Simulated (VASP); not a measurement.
Runs of VASP 6.6.1 on CuI. The structure is cubic, space group Pm-3m (No. 221). The conventional cell has a = 3.661 Å, b = 3.661 Å, c = 3.661 Å, α = 90.00°, β = 90.00°, γ = 90.00°. Cu (site symmetry m-3m) has 8 I at 3.17 Å and 6 Cu at 3.66 Å within 4.2 Å. I (site symmetry m-3m) has 8 Cu at 3.17 Å and 6 I at 3.66 Å within 4.2 Å. 

```csv
level,k mesh,grid for exact exchange (PRECFOCK),share of exact exchange,screening parameter,gap on the mesh (eV),pressure (GPa)
PBE-based global hybrid with 20 % exact exchange,4 × 4 × 4,Normal,0.2,-,0.87,(b)
PBE-based screened hybrid with 50 % exact exchange,4 × 4 × 4,Normal,0.5,0.3 1/Å,1.16,2.3
PBE-based screened hybrid with 40 % exact exchange,4 × 4 × 4,Normal,0.4,0.2078 1/Å,1.15,2.0
PBEsol,6 × 6 × 6,-,-,-,(c),(a)
```

Alike in all rows: task single point; potentials or basis VASP PAW PBE potentials, release 64 (Cu, I); no spin polarisation; cell as given; cutoff (eV) 520; smearing fermi-dirac 0.02 eV.

Estimate the missing entries.

(a) -3.5; (b) 1.4; (c) none.

Caveats: some runs use coarse meshes; the structure was generated, so it needn't be the stable form of CuI; the PAW data sets were made with another functional, which shifts forces and pressure a little; spin-orbit coupling is left out, which moves the levels of the heavy elements; the cell stands under tension (at least some runs); semilocal functionals underestimate gaps, and a narrow one can read as zero (at least some runs).

A k mesh can miss the band edges, and the runs leave out spin-orbit coupling on I.
